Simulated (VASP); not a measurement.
# Sn (I4_1/amd) in VASP: notebook

The runs below take Sn through single point, with BLYP+D3(BJ), revPBE.

Program: VASP 6.6.1. These are calculated values, not measurements. Logs are shortened: lines on timing, memory, paths and dates and some standing lists are left out, and cuts for length are marked.

## 1. The cell of the first run

Symmetry: I4_1/amd, No. 141, tetragonal system. Conventional cell: a = 5.906 Å, b = 5.906 Å, c = 3.200 Å, α = 90.00°, β = 90.00°, γ = 90.00°. Sn (site symmetry -4m2) has 10 Sn at 3.06 to 3.81 Å within 4.0 Å.

## 2. Single point, BLYP+D3(BJ)

INCAR reads:

```
SYSTEM = Sn
PREC = Accurate
ENCUT = 520
EDIFF = 1E-6
ISMEAR = -1
SIGMA = 0.05
LREAL = .False.
LASPH = .True.
NELM = 60
ALGO = Normal
ISIF = 2
LWAVE = .False.
LCHARG = .True.
GGA = B5
ALDAX = 1.0
AGGAX = 1.0
AGGAC = 1.0
ALDAC = 0.0
IVDW = 12
VDW_S6 = 1.0
VDW_S8 = 2.6996
VDW_A1 = 0.4298
VDW_A2 = 4.2359
LELF = .True.
LVHAR = .True.
NBANDS = 21
```

KPOINTS reads:

```
Automatic mesh
0
Gamma
  9 9 9
  0 0 0
```

POSCAR reads:

```
Sn
1.0
   -2.9530907548      2.9530907548      1.6000744108
    2.9530907548     -2.9530907548      1.6000744108
    2.9530907548      2.9530907548     -1.6000744108
Sn
2
Direct
    0.0000000000      0.0000000000      0.0000000000
    0.7500000000      0.2500000000      0.5000000000
```

Potentials or basis: VASP PAW PBE potentials, release 64 (Sn_d).

Launch:

```
> cat potpaw_PBE.64/Sn_d/POTCAR > POTCAR
> mpirun -np 1 vasp_std > vasp.out
```

OUTCAR:

```text
SYSTEM = Sn
   PREC = Accurate
   ENCUT = 520
   EDIFF = 1E-6
   ISMEAR = -1
   LREAL = .False.
   LASPH = .True.
   NELM = 60
   ISIF = 2
   GGA = B5
   IVDW = 12
 IVDW          = 12

 ion  position               nearest neighbor table
   1  0.000  0.000  0.000-   2 3.06   2 3.06   2 3.06   2 3.06
   2  0.750  0.250  0.500-   1 3.06   1 3.06   1 3.06   1 3.06

  LATTYP: Found a body centered tetragonal cell.
 ALAT       =     5.9061815096
 C/A-ratio  =     0.5418304223

  Lattice vectors:

 A1 = (  -2.9530907548,   2.9530907548,   1.6000744108)
 A2 = (   2.9530907548,  -2.9530907548,   1.6000744108)
 A3 = (   2.9530907548,   2.9530907548,  -1.6000744108)

Analysis of symmetry for initial positions (statically):
=====================================================================
 Subroutine PRICEL returns:
 Original cell was already a primitive cell.

 Routine SETGRP: Setting up the symmetry group for a
 body centered tetragonal supercell.

 Subroutine GETGRP returns: Found 16 space group operations
 (whereof  8 operations were pure point group operations)
 out of a pool of 16 trial point group operations.

The static configuration has the point symmetry D_2d.
 The point group associated with its full space group is D_4h.

Analysis of symmetry for dynamics (positions and initial velocities):
=====================================================================
 Subroutine PRICEL returns:
 Original cell was already a primitive cell.

 Routine SETGRP: Setting up the symmetry group for a
 body centered tetragonal supercell.

 Subroutine GETGRP returns: Found 16 space group operations
 (whereof  8 operations were pure point group operations)
 out of a pool of 16 trial point group operations.

The dynamic configuration has the point symmetry D_2d.
 The point group associated with its full space group is D_4h.

 Subroutine INISYM returns: Found 16 space group operations
 (whereof  8 operations are pure point group operations),
 and found     1 'primitive' translations

----------------------------------------------------------------------------------------

                                     Primitive cell

  volume of cell :      55.8154

  direct lattice vectors                    reciprocal lattice vectors
    -2.953090755  2.953090755  1.600074411     0.000000000  0.169314133  0.312485467
     2.953090755 -2.953090755  1.600074411     0.169314133  0.000000000  0.312485467
     2.953090755  2.953090755 -1.600074411     0.169314133  0.169314133  0.000000000

  length of vectors
[... 81 lines left out ...]
   NELM   =     60;   NELMIN=  2; NELMDL= -5     # of ELM steps
   EDIFF  = 0.1E-05   stopping-criterion for ELM
   LREAL  =      F    real-space projection
   EDIFFG = 0.1E-04   stopping-criterion for IOM
   NSW    =      0    number of steps for IOM
   IBRION =     -1    ionic relax: 0-MD 1-quasi-New 2-CG
   NFREE  =      0    steps in history (QN), initial steepest desc. (CG)
   ISIF   =      2    stress and relaxation
   ISYM   =      2    0-nonsym 1-usesym 2-fastsym
   POTIM  = 0.5000    time-step for ionic-motion
   TEBEG  =    0.0;   TEEND  =   0.0 temperature during run
   PSTRESS=    0.0 pullay stress
   NELECT =      28.0000    total number of electrons
   NUPDOWN=      -1.0000    fix difference up-down
   EMIN   =  10.00;   EMAX   =-10.00  energy-range for DOS
   EFERMI =   0.00;   METHOD = LEGACY
   ISMEAR =    -1;   SIGMA  =   0.05  broadening in eV -4-tet -1-fermi 0-gaus
   EFERMI_NEDOS =   21; number of points for ismear=-14 and -15
   IALGO  =     38    algorithm
   IMIX   =      4    mixing-type and parameters
     AMIX     =   0.40;   BMIX     =  1.00
     AMIX_MAG =   1.60;   BMIX_MAG =  1.00
  volume/ion in A,a.u.               =      27.91       188.33
  Fermi-wavevector in a.u.,A,eV,Ry     =   1.300797  2.458150 23.022055  1.692073
  Thomas-Fermi vector in A             =   2.431973
   LORBIT       =      0    0 simple, 1 ext, 2 COOP (PROOUT), +10 PAW based schemes
   GGA     = B5    functional components
   LHFCALC =     F    Hartree Fock is set to
   AEXX    =    0.0000 exact exchange contribution
   IVDW    =    12    specifies the selected vdW correction
   LEPSILON=     F    determine dielectric tensor
   LRPA    =     F    only Hartree local field effects (RPA)
 non-spin polarized calculation
  energy-cutoff  :      520.00
  volume of cell :       55.82
 maximum number of plane-waves:      1519
 NGX is ok and might be reduce to    36
   NGX = 17   NGY = 17   NGZ = 17

 number of electron      27.9999988 magnetization

 Free energy of the ion-electron system (eV)
  ---------------------------------------------------
  ext. energy  EPLUGINS =         0.00000000
  ---------------------------------------------------
  free energy    TOTEN  =        -5.95191433 eV

  energy without entropy =       -5.94475598  energy(sigma->0) =       -5.94833516

 E-fermi :   8.1159     XC(G=0):  -9.5413

 val. band max:        8.1135390631   @ k =   0.4444   0.3333   0.0000
 cond. band min:       8.1710585744   @ k =  -0.4444   0.4444   0.0000
 fundamental gap:      0.0575195112
 Fermi energy:         8.1158707989

 k-point     1 :       0.0000    0.0000    0.0000
  band No.  band energies     occupation
      1     -13.4875      2.00000
      2     -13.4174      2.00000
      3     -13.3653      2.00000
      4     -13.3646      2.00000
      5     -13.2191      2.00000
      6     -13.2191      2.00000
[... 565 lines left out ...]
     20      18.8848      0.00000
     21      19.3960      0.00000

 [... further k-points ...]

------------------------ aborting loop because EDIFF is reached ----------------------------------------

 Edisp (eV)   -1.81610

 E8    (eV) :    -1.3994

  FORCE on cell =-STRESS in cart. coord.  units (eV):
  Direction    XX          YY          ZZ          XY          YZ          ZX
  --------------------------------------------------------------------------------------
  -------------------------------------------------------------------------------------
  Total      -0.01396    -0.01396    -0.02126     0.00000     0.00000     0.00000
  in kB      -0.40076    -0.40076    -0.61022     0.00000     0.00000     0.00000
  external pressure =       -0.47 kB  Pullay stress =        0.00 kB

 VOLUME and BASIS-vectors are now :
 -----------------------------------------------------------------------------
  energy-cutoff  :      520.00
  volume of cell :       55.82
      direct lattice vectors                 reciprocal lattice vectors
    -2.953090755  2.953090755  1.600074411     0.000000000  0.169314133  0.312485467
     2.953090755 -2.953090755  1.600074411     0.169314133  0.000000000  0.312485467
     2.953090755  2.953090755 -1.600074411     0.169314133  0.169314133  0.000000000

 POSITION                                       TOTAL-FORCE (eV/Angst)
 -----------------------------------------------------------------------------------
      0.00000      0.00000      0.00000         0.000000     -0.000000     -0.000000
      0.00000      2.95309      0.80004        -0.000000      0.000000      0.000000
 -----------------------------------------------------------------------------------
    total drift:                               -0.000000      0.000000     -0.000000

  FREE ENERGIE OF THE ION-ELECTRON SYSTEM (eV)
  ---------------------------------------------------
  free  energy   TOTEN  =        -7.7680156755 eV

  energy  without entropy=       -7.7608573285  energy(sigma->0) =       -7.76443650
```

Wall time 96 s (1 thread of Intel Xeon Platinum 8488C (Sapphire Rapids), shared host); peak memory 0.24 GiB.

What came out:

* Free energy: -7.7680 eV
* Pressure: 0.0 GPa
* Band gap on the k mesh: zero (band 14 reaches 9.31 eV, above the bottom of band 15 at 5.52 eV)
* Dispersion energy per atom: -0.908 eV

Caveat: the PAW data sets were made with another functional, which shifts forces and pressure a little; spin-orbit coupling is left out, which moves the levels of the heavy elements; pairwise dispersion overbinds metals, which lowers pressure and volume.

## 3. Single point, revPBE

This run uses another cell than the first one, of 29.04 Å³/atom, 1.040 times its volume.

INCAR reads:

```
SYSTEM = Sn
PREC = Accurate
ENCUT = 520
EDIFF = 1E-6
ISMEAR = -1
SIGMA = 0.05
LREAL = .False.
LASPH = .True.
NELM = 100
ALGO = Normal
ISIF = 2
LWAVE = .False.
LCHARG = .False.
GGA = RE
NBANDS = 21
```

KPOINTS is that of step 2.

POSCAR reads:

```
Sn
1.0
   -2.9921401918      2.9921401918      1.6215617502
    2.9921401918     -2.9921401918      1.6215617502
    2.9921401918      2.9921401918     -1.6215617502
Sn
2
Direct
    0.0000000000      0.0000000000      0.0000000000
    0.7500000000      0.2500000000      0.5000000000
```

Potentials or basis: VASP PAW PBE potentials, release 64 (Sn_d).

Launch:

```
> cat potpaw_PBE.64/Sn_d/POTCAR > POTCAR
> mpirun -np 1 vasp_std > vasp.out
```

OUTCAR:

```text
SYSTEM = Sn
   PREC = Accurate
   ENCUT = 520
   EDIFF = 1E-6
   ISMEAR = -1
   LREAL = .False.
   LASPH = .True.
   NELM = 100
   ISIF = 2
   GGA = RE

 ion  position               nearest neighbor table
   1  0.000  0.000  0.000-   2 3.10   2 3.10   2 3.10   2 3.10
   2  0.750  0.250  0.500-   1 3.10   1 3.10   1 3.10   1 3.10

  LATTYP: Found a body centered tetragonal cell.
 ALAT       =     5.9842803836
 C/A-ratio  =     0.5419404327

  Lattice vectors:

 A1 = (  -2.9921401918,   2.9921401918,   1.6215617502)
 A2 = (   2.9921401918,  -2.9921401918,   1.6215617502)
 A3 = (   2.9921401918,   2.9921401918,  -1.6215617502)

Analysis of symmetry for initial positions (statically):
=====================================================================
 Subroutine PRICEL returns:
 Original cell was already a primitive cell.

 Routine SETGRP: Setting up the symmetry group for a
 body centered tetragonal supercell.

 Subroutine GETGRP returns: Found 16 space group operations
 (whereof  8 operations were pure point group operations)
 out of a pool of 16 trial point group operations.

The static configuration has the point symmetry D_2d.
 The point group associated with its full space group is D_4h.

Analysis of symmetry for dynamics (positions and initial velocities):
=====================================================================
 Subroutine PRICEL returns:
 Original cell was already a primitive cell.

 Routine SETGRP: Setting up the symmetry group for a
 body centered tetragonal supercell.

 Subroutine GETGRP returns: Found 16 space group operations
 (whereof  8 operations were pure point group operations)
[... 99 lines left out ...]
   LSORBIT =      F    spin-orbit coupling
   LASPH  =      T    aspherical Exc in radial PAW
   ENCUT  =  520.0 eV  38.22 Ry    6.18 a.u.   8.43  8.43  8.43*2*pi/ulx,y,z
   NELM   =    100;   NELMIN=  2; NELMDL= -5     # of ELM steps
   EDIFF  = 0.1E-05   stopping-criterion for ELM
   LREAL  =      F    real-space projection
[... 7 lines left out ...]
   TEBEG  =    0.0;   TEEND  =   0.0 temperature during run
   PSTRESS=    0.0 pullay stress
   NELECT =      28.0000    total number of electrons
   NUPDOWN=      -1.0000    fix difference up-down
   EMIN   =  10.00;   EMAX   =-10.00  energy-range for DOS
   EFERMI =   0.00;   METHOD = LEGACY
   ISMEAR =    -1;   SIGMA  =   0.05  broadening in eV -4-tet -1-fermi 0-gaus
   EFERMI_NEDOS =   21; number of points for ismear=-14 and -15
   IALGO  =     38    algorithm
   IMIX   =      4    mixing-type and parameters
     AMIX     =   0.40;   BMIX     =  1.00
     AMIX_MAG =   1.60;   BMIX_MAG =  1.00
  volume/ion in A,a.u.               =      29.04       195.94
  Fermi-wavevector in a.u.,A,eV,Ry     =   1.283734  2.425906 22.422035  1.647973
  Thomas-Fermi vector in A             =   2.415969
   LORBIT       =      0    0 simple, 1 ext, 2 COOP (PROOUT), +10 PAW based schemes
   GGA     = RE    functional components
   LHFCALC =     F    Hartree Fock is set to
   AEXX    =    0.0000 exact exchange contribution
   IVDW    =     0    specifies the selected vdW correction
   LEPSILON=     F    determine dielectric tensor
   LRPA    =     F    only Hartree local field effects (RPA)
 non-spin polarized calculation
  energy-cutoff  :      520.00
  volume of cell :       58.07
 maximum number of plane-waves:      1590
 NGX is ok and might be reduce to    36
   NGX = 17   NGY = 17   NGZ = 17

 number of electron      28.0000000 magnetization

 Free energy of the ion-electron system (eV)
  ---------------------------------------------------
  ext. energy  EPLUGINS =         0.00000000
  ---------------------------------------------------
  free energy    TOTEN  =        -6.98943881 eV

  energy without entropy =       -6.98199230  energy(sigma->0) =       -6.98571556

 E-fermi :   7.2627     XC(G=0):  -9.9301

 val. band max:        7.2615470965   @ k =   0.4444   0.3333   0.0000
 cond. band min:       7.3161153066   @ k =   0.4444   0.4444   0.0000
 fundamental gap:      0.0545682101
 Fermi energy:         7.2627490578

 k-point     1 :       0.0000    0.0000    0.0000
  band No.  band energies     occupation
      1     -14.3653      2.00000
      2     -14.3070      2.00000
      3     -14.2609      2.00000
      4     -14.2602      2.00000
      5     -14.1367      2.00000
      6     -14.1367      2.00000
[... 565 lines left out ...]
     20      17.6451      0.00000
     21      18.1307      0.00000

 [... further k-points ...]
[... 5 lines left out ...]
  --------------------------------------------------------------------------------------
  -------------------------------------------------------------------------------------
  Total       -0.0238984     -0.0238984     -0.0248522      0.0000000      0.0000000      0.0000000
  in kB       -0.6593599     -0.6593599     -0.6856752      0.0000000      0.0000000      0.0000000
  external PRESSURE =      -0.6681317 kB  Pullay stress =       0.0000000 kB

 VOLUME and BASIS-vectors are now :
 -----------------------------------------------------------------------------
  energy-cutoff  :      520.00
  volume of cell :       58.07
      direct lattice vectors                 reciprocal lattice vectors
    -2.992140192  2.992140192  1.621561750     0.000000000  0.167104470  0.308344718
     2.992140192 -2.992140192  1.621561750     0.167104470  0.000000000  0.308344718
     2.992140192  2.992140192 -1.621561750     0.167104470  0.167104470  0.000000000

 POSITION                                       TOTAL-FORCE (eV/Angst)
 -----------------------------------------------------------------------------------
      0.00000      0.00000      0.00000        -0.000000      0.000000      0.000000
      0.00000      2.99214      0.81078         0.000000     -0.000000     -0.000000
 -----------------------------------------------------------------------------------
    total drift:                               -0.000000      0.000000     -0.000000

  FREE ENERGIE OF THE ION-ELECTRON SYSTEM (eV)
  ---------------------------------------------------
  free  energy   TOTEN  =        -6.9894388118 eV

  energy  without entropy=       -6.9819922992  energy(sigma->0) =       -6.98571556
```

OSZICAR:

```text
N       E                     dE             d eps       ncg     rms          rms(c)
DAV:   1     0.224001454080E+03    0.22400E+03   -0.14398E+04  3180   0.203E+03
DAV:   2     0.162805831996E+02   -0.20772E+03   -0.20380E+03  3185   0.457E+02
DAV:   3    -0.624764867087E+01   -0.22528E+02   -0.22356E+02  3645   0.135E+02
DAV:   4    -0.696580652411E+01   -0.71816E+00   -0.71784E+00  3565   0.267E+01
DAV:   5    -0.699527408150E+01   -0.29468E-01   -0.29467E-01  4485   0.512E+00    0.215E+00
DAV:   6    -0.698865933908E+01    0.66147E-02   -0.27427E-02  4248   0.221E+00    0.122E+00
DAV:   7    -0.698925116363E+01   -0.59182E-03   -0.17776E-02  4257   0.180E+00    0.154E-01
DAV:   8    -0.698942855879E+01   -0.17740E-03   -0.19626E-03  3756   0.561E-01    0.398E-02
DAV:   9    -0.698943834990E+01   -0.97911E-05   -0.66978E-05  4297   0.739E-02    0.139E-02
DAV:  10    -0.698943844440E+01   -0.94506E-07   -0.10224E-05  4022   0.411E-02    0.131E-03
DAV:  11    -0.698943881179E+01   -0.36738E-06   -0.41218E-07  2120   0.905E-03
   1 F= -.69894388E+01 E0= -.69857156E+01  d E =-.744651E-02
```

Wall time 75 s (1 thread of Intel Xeon Platinum 8488C (Sapphire Rapids), shared host); peak memory 0.24 GiB.

Results:

```
Free energy            : -6.9894 eV
Pressure               : -0.1 GPa
Band gap on the k mesh : zero (band 14 reaches 8.43 eV, above the bottom of band 15 at 4.70 eV)
```

Caveat: the PAW data sets were made with another functional, which shifts forces and pressure a little; spin-orbit coupling is left out, which moves the levels of the heavy elements.
